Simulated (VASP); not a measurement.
Here is a VASP 6.6.1 calculation.

The input INCAR:

```
PREC = Accurate
ENCUT = 520
EDIFF = 1E-6
ISMEAR = 0
SIGMA = 0.1
LREAL = False
LASPH = True
NELM = 100
ALGO = Normal
ISIF = 2
LWAVE = False
LCHARG = True
GGA = PE
LELF = True
LVHAR = True
NBANDS = 45
```

The input KPOINTS:

```
regular mesh
0
Gamma
  8 8 8
```

POSCAR

```
Bi3As5
1.0
   -3.6213686728      3.6213686728      3.6213686728
    3.6213686728     -3.6213686728      3.6213686728
    3.6213686728      3.6213686728     -3.6213686728
Bi As
3 5
Direct
    0.0000000000      0.5000000000      0.5000000000
    0.5000000000      0.5000000000      0.0000000000
    0.5000000000      0.0000000000      0.5000000000
    0.0000000000      0.0000000000      0.0000000000
    0.0000000000      0.0000000000      0.5000000000
    0.0000000000      0.5000000000      0.0000000000
    0.5000000000      0.0000000000      0.0000000000
    0.5000000000      0.5000000000      0.5000000000
```

Potentials or basis: VASP PAW PBE potentials, release 64 (Bi_d, As).

Command:

```bash
$ cat potpaw_PBE.64/Bi_d/POTCAR potpaw_PBE.64/As/POTCAR > POTCAR
$ mpirun -np 1 vasp_std > vasp.out
```

Question: What does it give for the pressure?

Answer: 0.0 GPa.

Question: What does it give for the band gap on the k mesh?

Answer: Zero (band 35 reaches 8.23 eV, above the bottom of band 36 at 6.31 eV).

Caveat: spin-orbit coupling is left out, which moves the levels of the heavy elements.
